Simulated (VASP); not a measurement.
**BN: single point with PBE**

The system is BN.

```
B N
1.0
     0.00000    3.49532    2.16609
     1.25163    0.00000    2.16609
     1.25163    3.49532    0.00000
B N
1 1
Direct
  0.00005 0.00005 0.99995
  0.66665 0.66665 0.33335
```

* Program: VASP 6.6.1
* Task: single point
* Functional: PBE
* Potentials or basis: VASP PAW PBE potentials, release 64 (B, N)
* Cutoff: 520 eV
* k mesh: 12 × 12 × 12
* Occupations: gaussian, width 0.02 eV
* Spin: no spin polarisation

```json
{
  "Pressure": "3.3 GPa",
  "Largest force": "0.010 eV/Å",
  "Band gap on the k mesh": "3.85 eV (least direct gap 4.55 eV)"
}
```

Forces in eV/Å, atoms in the order of the input:
```
B    0.000  0.000  0.010
N    0.000  0.000 -0.010
```

Stress tensor (GPa, compression positive):
```
4.12 0.00 0.00
0.00 1.60 0.00
0.00 0.00 4.17
```

Levels at points of the mesh, in eV from the valence-band top:
```csv
k point,band 2,band 3,band 4,band 5,band 6,band 7
"(0.00, 0.00, 0.00)",-4.48,-1.42,-1.41,4.86,11.51,11.57
"(0.50, 0.00, 0.00)",-8.99,-4.22,-1.01,4.63,9.82,13.33
"(0.50, 0.50, 0.00)",-9.08,-4.21,-0.52,5.77,9.41,12.24
"(0.50, 0.00, 0.50)",-6.12,-1.44,-1.41,9.58,11.46,11.53
"(0.00, 0.50, 0.50)",-8.89,-4.25,-1.46,3.85,9.89,14.50
```

It took 85 s on 1 thread of Intel Xeon 8259CL (shared host), peak memory 0.19 GiB.

Caveat: the cell stands under pressure. A k mesh can miss the band edges.
